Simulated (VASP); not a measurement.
Input of a VASP 6.6.1 run:

Contents of INCAR:

```
SYSTEM = Be7S
PREC     = Accurate       ! precision mode
ENCUT    = 600            ! plane-wave cutoff, eV
EDIFF    = 1E-7           ! SCF threshold, eV
ISMEAR   = 0              ! smearing method
SIGMA    = 0.2            ! smearing width, eV
LREAL    = .False.        ! projectors in reciprocal space
LASPH    = .True.         ! aspherical terms in the spheres
NELM     = 120            ! most SCF steps
ALGO     = Normal         ! electronic algorithm
ISIF     = 3              ! what is computed and relaxed
LWAVE    = .False.        ! write WAVECAR
LCHARG   = .False.        ! write CHGCAR
GGA      = PE             ! functional
IBRION   = 2              ! ionic algorithm
NSW      = 36             ! ionic steps
EDIFFG   = -0.08          ! ionic threshold
GGA_COMPAT= .False.      
NELMIN   = 4
```

The input KPOINTS:

```
Automatic mesh
0
Gamma
  4 4 4
  0 0 0
```

Contents of POSCAR:

```
Be7S
1.0
    4.4220284600      0.0000000000      0.0000000000
    0.0000000000      4.4220284600      0.0000000000
    0.0000000000      0.0000000000      4.4220284600
Be S
7 1
Direct
    0.6713996900      0.0000000000      0.0000000000
    0.3286003100      0.0000000000      0.0000000000
    0.0000000000      0.6713996900      0.0000000000
    0.0000000000      0.3286003100      0.0000000000
    0.0000000000      0.0000000000      0.6713996900
    0.0000000000      0.0000000000      0.3286003100
    0.0000000000      0.0000000000      0.0000000000
    0.5000000000      0.5000000000      0.5000000000
```

Potentials or basis: VASP PAW PBE potentials, release 64 (Be, S).

Run with:

```console
$ cat potpaw_PBE.64/Be/POTCAR potpaw_PBE.64/S/POTCAR > POTCAR
$ mpirun -np 1 vasp_std > vasp.out
```

(1) Predict the relaxed cell.

(2) What does it give for the band gap on the k mesh?

(3) Estimate the relaxed volume.

(4) What does it give for the space group after relaxing (to 0.1 Å)?

## Answers

(1) a = 5.804 Å, b = 5.804 Å, c = 5.804 Å, α = 90.00°, β = 90.00°, γ = 90.00°.

(2) zero (bands 10 and 11 overlap by 0.28 eV).

(3) 24.44 Å³/atom.

(4) Pm-3m (No. 221).

Caveat: the volume moved by over 15 % at a fixed basis, so the end points are rough; semilocal functionals underestimate gaps, and a narrow one can read as zero.
